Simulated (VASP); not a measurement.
# Na16Cu (a cell with a defect) in VASP: single point with PBE

Aim: the single point of Na16Cu (a cell with a defect) with PBE.

Program: VASP 6.6.1. These are calculated values, not measurements. Logs are shortened: lines on timing, memory, paths and dates and some standing lists are left out, and cuts for length are marked.

## 1. The cell of the first run

The cell holds a defect, 17 atoms: a = 8.460 Å, b = 8.460 Å, c = 8.460 Å, α = 90.00°, β = 90.00°, γ = 90.00°.

## 2. Single point, PBE

File INCAR:

```
PREC     = Accurate       # precision mode
ENCUT    = 520            # plane-wave cutoff, eV
EDIFF    = 1E-6           # SCF threshold, eV
ISMEAR   = 0              # smearing method
SIGMA    = 0.15           # smearing width, eV
LREAL    = Auto         
LASPH    = True           # aspherical terms in the spheres
NELM     = 100            # most SCF steps
ALGO     = Normal         # electronic algorithm
ISIF     = 2              # what is computed and relaxed
LWAVE    = False          # write WAVECAR
LCHARG   = True           # write CHGCAR
GGA      = PE             # functional
LELF     = True           # ELF
LVHAR    = True         
NBANDS   = 76             # bands
```

File KPOINTS:

```
Automatic mesh
0
Gamma
  2 2 2
```

File POSCAR:

```
Na16Cu
1.0
    8.4600000000      0.0000000000      0.0000000000
    0.0000000000      8.4600000000      0.0000000000
    0.0000000000      0.0000000000      8.4600000000
Na Cu
16 1
Direct
    0.0305548463      0.0002102837      0.0306382979
    0.4468900709      0.0002198582     -0.0440374704
   -0.0010328605      0.5001484634      0.0325750591
   -0.0283436170      0.0000784870      0.4393803783
    0.2650807329      0.2547278960      0.2804169031
    0.5180901891      0.5001153664     -0.0136704492
    0.4743197400      0.0001553191      0.5429986998
    0.7128091017      0.2262599291      0.2287257683
   -0.0240748227      0.5002314421      0.4761663121
    0.2651260047      0.7455965721      0.2803119385
    0.2445520095      0.3043901891      0.7445874704
    0.5436411348      0.5001986998      0.5205833333
    0.7127854610      0.7740855792      0.2286433806
    0.8072197400      0.2157176123      0.7545905437
    0.2445777778      0.6959992908      0.7446477541
    0.8072112293      0.7846332151      0.7546700946
    0.1428005910      0.0001885343      0.7140795508
```

Potentials or basis: VASP PAW PBE potentials, release 64 (Na_pv, Cu).

Started as:

```sh
cat potpaw_PBE.64/Na_pv/POTCAR potpaw_PBE.64/Cu/POTCAR > POTCAR
mpirun -np 1 vasp_std > vasp.out
```

OUTCAR:

```text
PREC = Accurate
   ENCUT = 520
   EDIFF = 1E-6
   ISMEAR = 0
   LREAL = Auto
   LASPH = True
   NELM = 100
   ISIF = 2
   GGA = PE

 ion  position               nearest neighbor table
   1  0.031  0.000  0.031-
   2  0.447  0.000  0.956-
   3  0.999  0.500  0.033-
   4  0.972  0.000  0.439-  17 2.74
   5  0.265  0.255  0.280-
   6  0.518  0.500  0.986-
   7  0.474  0.000  0.543-
   8  0.713  0.226  0.229-
   9  0.976  0.500  0.476-
  10  0.265  0.746  0.280-
  11  0.245  0.304  0.745-  17 2.73
  12  0.544  0.500  0.521-
  13  0.713  0.774  0.229-
  14  0.807  0.216  0.755-
  15  0.245  0.696  0.745-  17 2.73
  16  0.807  0.785  0.755-
  17  0.143  0.000  0.714-  11 2.73  15 2.73   4 2.74

  LATTYP: Found a simple cubic cell.
 ALAT       =     8.4600000000

  Lattice vectors:

 A1 = (   8.4600000000,   0.0000000000,   0.0000000000)
 A2 = (   0.0000000000,   8.4600000000,   0.0000000000)
 A3 = (   0.0000000000,   0.0000000000,   8.4600000000)

Analysis of symmetry for initial positions (statically):
=====================================================================
 Subroutine PRICEL returns:
 Original cell was already a primitive cell.

 Routine SETGRP: Setting up the symmetry group for a
 simple cubic supercell.

 Subroutine GETGRP returns: Found  1 space group operations
 (whereof  1 operations were pure point group operations)
 out of a pool of 48 trial point group operations.

The static configuration has the point symmetry C_1 .

Analysis of symmetry for dynamics (positions and initial velocities):
=====================================================================
 Subroutine PRICEL returns:
 Original cell was already a primitive cell.

 Routine SETGRP: Setting up the symmetry group for a
 simple cubic supercell.

 Subroutine GETGRP returns: Found  1 space group operations
 (whereof  1 operations were pure point group operations)
 out of a pool of 48 trial point group operations.

The dynamic configuration has the point symmetry C_1 .

 Subroutine INISYM returns: Found  1 space group operations
[... 106 lines left out ...]
   LSORBIT =      F    spin-orbit coupling
   LASPH  =      T    aspherical Exc in radial PAW
   ENCUT  =  520.0 eV  38.22 Ry    6.18 a.u.  15.73 15.73 15.73*2*pi/ulx,y,z
   NELM   =    100;   NELMIN=  2; NELMDL= -5     # of ELM steps
   EDIFF  = 0.1E-05   stopping-criterion for ELM
   LREAL  =      T    real-space projection
   EDIFFG = 0.1E-04   stopping-criterion for IOM
   NSW    =      0    number of steps for IOM
   IBRION =     -1    ionic relax: 0-MD 1-quasi-New 2-CG
   NFREE  =      0    steps in history (QN), initial steepest desc. (CG)
   ISIF   =      2    stress and relaxation
   ISYM   =      2    0-nonsym 1-usesym 2-fastsym
   POTIM  = 0.5000    time-step for ionic-motion
   TEBEG  =    0.0;   TEEND  =   0.0 temperature during run
   PSTRESS=    0.0 pullay stress
   NELECT =     123.0000    total number of electrons
   NUPDOWN=      -1.0000    fix difference up-down
   EMIN   =  10.00;   EMAX   =-10.00  energy-range for DOS
   EFERMI =   0.00;   METHOD = LEGACY
   ISMEAR =     0;   SIGMA  =   0.15  broadening in eV -4-tet -1-fermi 0-gaus
   EFERMI_NEDOS =   21; number of points for ismear=-14 and -15
   IALGO  =     38    algorithm
   IMIX   =      4    mixing-type and parameters
     AMIX     =   0.40;   BMIX     =  1.00
     AMIX_MAG =   1.60;   BMIX_MAG =  1.00
  volume/ion in A,a.u.               =      35.62       240.36
  Fermi-wavevector in a.u.,A,eV,Ry     =   0.962364  1.818605 12.600968  0.926145
  Thomas-Fermi vector in A             =   2.091817
   LORBIT       =      0    0 simple, 1 ext, 2 COOP (PROOUT), +10 PAW based schemes
   GGA     = PE    functional components
   LHFCALC =     F    Hartree Fock is set to
   AEXX    =    0.0000 exact exchange contribution
   IVDW    =     0    specifies the selected vdW correction
   LEPSILON=     F    determine dielectric tensor
   LRPA    =     F    only Hartree local field effects (RPA)
 non-spin polarized calculation
 Gauss-broadening in eV      SIGMA  =   0.15
  energy-cutoff  :      520.00
  volume of cell :      605.50
 maximum number of plane-waves:     16384
 NGX is ok and might be reduce to    64
   NGX = 31   NGY = 31   NGZ = 31

 number of electron     122.9999997 magnetization

 Free energy of the ion-electron system (eV)
  ---------------------------------------------------
  ext. energy  EPLUGINS =         0.00000000
  ---------------------------------------------------
  free energy    TOTEN  =       -23.61785690 eV

  energy without entropy =      -23.46447322  energy(sigma->0) =      -23.54116506

 E-fermi :   0.2679     XC(G=0):  -6.6221

 val. band max:        0.2584209617   @ k =   0.5000   0.5000   0.0000
 cond. band min:       0.2801532079   @ k =   0.0000   0.5000   0.5000
 fundamental gap:      0.0217322462
 Fermi energy:         0.2679060733

 k-point     1 :       0.0000    0.0000    0.0000
  band No.  band energies     occupation
      1     -24.6664      2.00000
      2     -24.6596      2.00000
      3     -24.6507      2.00000
      4     -24.6126      2.00000
      5     -24.6080      2.00000
      6     -24.6068      2.00000
[... 597 lines left out ...]
     72       2.6728      0.00000
     73       2.6949      0.00000
 [bands above 73 left out]

------------------------ aborting loop because EDIFF is reached ----------------------------------------

  FORCE on cell =-STRESS in cart. coord.  units (eV):
  Direction    XX          YY          ZZ          XY          YZ          ZX
  --------------------------------------------------------------------------------------
  -------------------------------------------------------------------------------------
  Total       -0.3739832      0.9081309      0.6676220      0.0000976      0.0003252      0.7679901
  in kB       -0.9895814      2.4029677      1.7665671      0.0002583      0.0008606      2.0321469
  external PRESSURE =       1.0599845 kB  Pullay stress =       0.0000000 kB

 VOLUME and BASIS-vectors are now :
 -----------------------------------------------------------------------------
  energy-cutoff  :      520.00
  volume of cell :      605.50
      direct lattice vectors                 reciprocal lattice vectors
     8.460000000  0.000000000  0.000000000     0.118203310  0.000000000  0.000000000
     0.000000000  8.460000000  0.000000000     0.000000000  0.118203310  0.000000000
     0.000000000  0.000000000  8.460000000     0.000000000  0.000000000  0.118203310

 POSITION                                       TOTAL-FORCE (eV/Angst)
 -----------------------------------------------------------------------------------
      0.25849      0.00178      0.25920        -0.007231     -0.000019      0.006391
      3.78069      0.00186      8.08744         0.002856      0.000108      0.000581
      8.45126      4.23126      0.27558        -0.006446      0.000030     -0.006969
      8.22021      0.00066      3.71716         0.008469      0.000095     -0.013119
      2.24258      2.15500      2.37233         0.005844      0.013537     -0.012402
      4.38304      4.23098      8.34435         0.007270      0.000034     -0.010289
[... 9 lines left out ...]
      6.82901      6.63800      6.38451        -0.001863     -0.003841      0.000958
      1.20809      0.00160      6.04111        -0.028634     -0.000171      0.035628
 -----------------------------------------------------------------------------------
    total drift:                               -0.002825     -0.000411      0.000560

  FREE ENERGIE OF THE ION-ELECTRON SYSTEM (eV)
  ---------------------------------------------------
  free  energy   TOTEN  =       -23.6178569027 eV

  energy  without entropy=      -23.4644732213  energy(sigma->0) =      -23.54116506
```

OSZICAR:

```text
N       E                     dE             d eps       ncg     rms          rms(c)
DAV:   1     0.113016051295E+04    0.11302E+04   -0.62283E+04  1280   0.164E+03
DAV:   2     0.572435982110E+02   -0.10729E+04   -0.10575E+04  1216   0.459E+02
DAV:   3    -0.218140879703E+02   -0.79058E+02   -0.77139E+02  1372   0.162E+02
DAV:   4    -0.241720593667E+02   -0.23580E+01   -0.23406E+01  1328   0.288E+01
DAV:   5    -0.242590618884E+02   -0.87003E-01   -0.86983E-01  1828   0.610E+00    0.428E+00
DAV:   6    -0.237938282763E+02    0.46523E+00   -0.37307E+00  1368   0.111E+01    0.188E+00
DAV:   7    -0.236528846997E+02    0.14094E+00   -0.15094E+00  1360   0.509E+00    0.149E+00
DAV:   8    -0.236190910578E+02    0.33794E-01   -0.21527E-01  1560   0.212E+00    0.330E-01
DAV:   9    -0.236187134507E+02    0.37761E-03   -0.21707E-02  1488   0.676E-01    0.140E-01
DAV:  10    -0.236178323616E+02    0.88109E-03   -0.32550E-03  1468   0.374E-01    0.321E-02
DAV:  11    -0.236178582474E+02   -0.25886E-04   -0.31694E-04  1320   0.694E-02    0.103E-02
DAV:  12    -0.236178577684E+02    0.47901E-06   -0.26370E-05  1364   0.379E-02    0.704E-03
DAV:  13    -0.236178569027E+02    0.86562E-06   -0.86865E-06  1080   0.193E-02
   1 F= -.23617857E+02 E0= -.23541165E+02  d E =-.153384E+00
```

stdout:

```text
POSCAR found type information on POSCAR NaCu
 POSCAR found :  2 types and      17 ions
 scaLAPACK will be used
 LDA part: xc-table for (Slater+PW92), standard interpolation
 POSCAR, INCAR and KPOINTS ok, starting setup
 FFT: planning ... GRIDC
 FFT: planning ... GRID_SOFT
 FFT: planning ... GRID
 WAVECAR not read
 entering main loop
```

It took 5.2 min on 1 thread of Intel Xeon Platinum 8488C (Sapphire Rapids), shared host; peak memory 0.65 GiB.

What came out:

```yaml
Free_energy: -23.6179 eV
Pressure: 0.1 GPa
Largest_force: 0.046 eV/Å
Band_gap_on_the_k_mesh: zero (an odd number of electrons rules out a gap without spin polarisation)
```

Forces in eV/Å, atoms in the order of the input:
```
Na  -0.007  0.000  0.006
Na   0.003  0.000  0.001
Na  -0.006  0.000 -0.007
Na   0.008  0.000 -0.013
Na   0.006  0.014 -0.012
Na   0.007  0.000 -0.010
Na  -0.003  0.000 -0.006
Na   0.007 -0.002  0.010
Na  -0.004  0.000  0.000
Na   0.006 -0.014 -0.012
Na   0.002 -0.008 -0.002
Na   0.006  0.000  0.002
Na   0.007  0.002  0.009
Na  -0.002  0.004  0.001
Na   0.002  0.008 -0.002
Na  -0.002 -0.004  0.001
Cu  -0.029  0.000  0.036
```

Levels at points of the mesh, in eV from the Fermi level:
```
           k point  band 57  band 58  band 59  band 60  band 61  band 62  band 63  band 64  band 65  band 66
(0.00, 0.00, 0.00)    -1.00    -0.99    -0.95    -0.86     0.23     0.72     0.85     0.88     0.96     1.02
(0.50, 0.00, 0.00)    -0.55    -0.54    -0.53    -0.48    -0.44    -0.38    -0.37     0.94     1.24     1.45
(0.00, 0.50, 0.00)    -0.60    -0.59    -0.53    -0.44    -0.40    -0.36    -0.35     1.05     1.24     1.31
(0.00, 0.00, 0.50)    -0.61    -0.56    -0.52    -0.44    -0.41    -0.39    -0.38     1.04     1.28     1.31
(0.50, 0.50, 0.00)    -1.90    -0.71    -0.14    -0.02    -0.01     0.08     0.09     0.13     0.16     1.60
(0.00, 0.50, 0.50)    -1.91    -0.57    -0.21     0.01     0.03     0.06     0.07     0.08     0.09     1.62
(0.50, 0.00, 0.50)    -1.91    -0.75    -0.14    -0.02     0.01     0.05     0.07     0.15     0.20     1.55
(0.50, 0.50, 0.50)    -1.52    -1.50    -1.43    -1.43    -1.39     1.46     1.77     1.83     1.83     2.28
```

Caveat: the k points lie up to 0.37 Å⁻¹ apart, too coarse for converged energies and pressures of a metal.

The gap in the log of VASP goes by the Fermi energy; the results here count the filled bands.